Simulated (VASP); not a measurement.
C: electric field gradients with PBE

Crystal: C.

```
C
1.0
     0.01338    1.78340    1.78340
     1.78340    0.01338    1.78340
     1.79678    1.79678    0.00000
C
2
Direct
  0.50000 0.50000 0.50000
  0.75000 0.75000 0.75000
```

This cell differs from its parent crystal: xy shear strain of +1.5 %.

```
Program                : VASP 6.6.1
Task                   : electric field gradients
Functional             : PBE
Potentials or basis    : VASP PAW PBE potentials, release 64 (C)
Cutoff                 : 520 eV
k mesh                 : 16 × 16 × 16
Occupations            : fermi-dirac, width 0.03 eV
Spin                   : no spin polarisation
Dipole correction      : no
Further INCAR settings : ALGO = Normal; EDIFF = 1e-08; NBANDS = 11
```

```yaml
Pressure: 2.6 GPa
Largest_force: 0.048 eV/Å
Band_gap_on_the_k_mesh: 4.10 eV (least direct gap 5.36 eV)
Largest_electric_field_gradient_by_atom: C -1.7 V/Å²
```

Forces in eV/Å, atoms in the order of the input:
```
C    0.000  0.000  0.048
C    0.000  0.000 -0.048
```

Stress tensor (GPa, compression positive):
```
 2.60 -8.55  0.00
-8.55  2.60  0.00
 0.00  0.00  2.47
```

Levels at points of the mesh, in eV from the valence-band top:
```tsv
k point	band 1	band 2	band 3	band 4	band 5	band 6	band 7	band 8
(0.00, 0.00, 0.00)	-21.48	-0.01	0.00	0.00	5.36	5.57	5.82	13.35
(0.50, 0.00, 0.00)	-15.60	-13.38	-2.89	-2.85	8.29	8.43	8.77	15.68
(0.50, 0.50, 0.00)	-12.85	-12.68	-6.45	-6.15	4.46	5.05	16.80	16.82
(0.00, 0.00, 0.50)	-15.81	-13.37	-2.75	-2.72	8.34	8.62	9.06	15.70
(0.50, 0.00, 0.50)	-12.77	-12.77	-6.30	-6.30	4.76	4.76	16.79	16.79
```

Electric field gradients, principal values (V/Å²):
```
atom  least  middle  greatest (by size)
 1 C  0.010   1.664              -1.674
 2 C  0.010   1.664              -1.674
```

Wall time 43 s on 1 thread of Intel(R) Xeon(R) Platinum 8488C (Sapphire Rapids) (shared host), peak memory 0.17 GiB.

Caveat: the cell differs from its parent crystal (xy shear strain of +1.5 %); without QUAD_EFG the Cq values of the log hold for a quadrupole moment of 1 mb, not for the nuclei. A k mesh can miss the band edges.
